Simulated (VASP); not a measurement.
Set up this calculation in VASP 6.6.1, as the native input.

```
Task                   : single point
Functional             : PBE
Potentials or basis    : VASP PAW PBE potentials, release 64 (Sr_sv, O)
Cutoff                 : 520 eV
k mesh                 : 9 × 9 × 4
Occupations            : gaussian, width 0.02 eV
Spin                   : no spin polarisation
Dipole correction      : no
Further INCAR settings : ALGO = Normal; EDIFF = 1e-07; NBANDS = 24
```

The structure of SrO lies in POSCAR:

```
SrO
1.0
    3.5767932952      0.0000000000      0.0000000000
   -1.7883966476      3.0975938577      0.0000000000
    0.0000000000      0.0000000000      6.2429729757
Sr O
2 2
Direct
    0.3333333333      0.6666666667      0.2500000000
    0.6666666667      0.3333333333      0.7500000000
    0.0000000000      0.0000000000      0.0000000000
    0.0000000000      0.0000000000      0.5000000000
```

These files were run (other wordings do the same):

INCAR

```
SYSTEM = SrO
PREC = Accurate
ENCUT = 520
EDIFF = 1E-7
ISMEAR = 0
SIGMA = 0.02
LREAL = .False.
LASPH = .True.
NELM = 60
ALGO = Normal
ISIF = 2
LWAVE = .False.
LCHARG = .True.
GGA = PE
LELF = .True.
LVHAR = .True.
NBANDS = 24
```

KPOINTS

```
Automatic mesh
0
Gamma
  9 9 4
  0 0 0
```

Potentials or basis: VASP PAW PBE potentials, release 64 (Sr_sv, O).

The run is started by

```sh
$ cat potpaw_PBE.64/Sr_sv/POTCAR potpaw_PBE.64/O/POTCAR > POTCAR
$ mpirun -np 1 vasp_std > vasp.out
```

Results of the run:

The pressure is 0.5 GPa and the band gap on the k mesh is 2.97 eV, direct.

Run time: 66 s on 1 thread of Intel(R) Xeon(R) Platinum 8259CL CPU @ 2.50GHz (Skylake/Cascade Lake), on a shared host, peak memory 0.21 GiB.
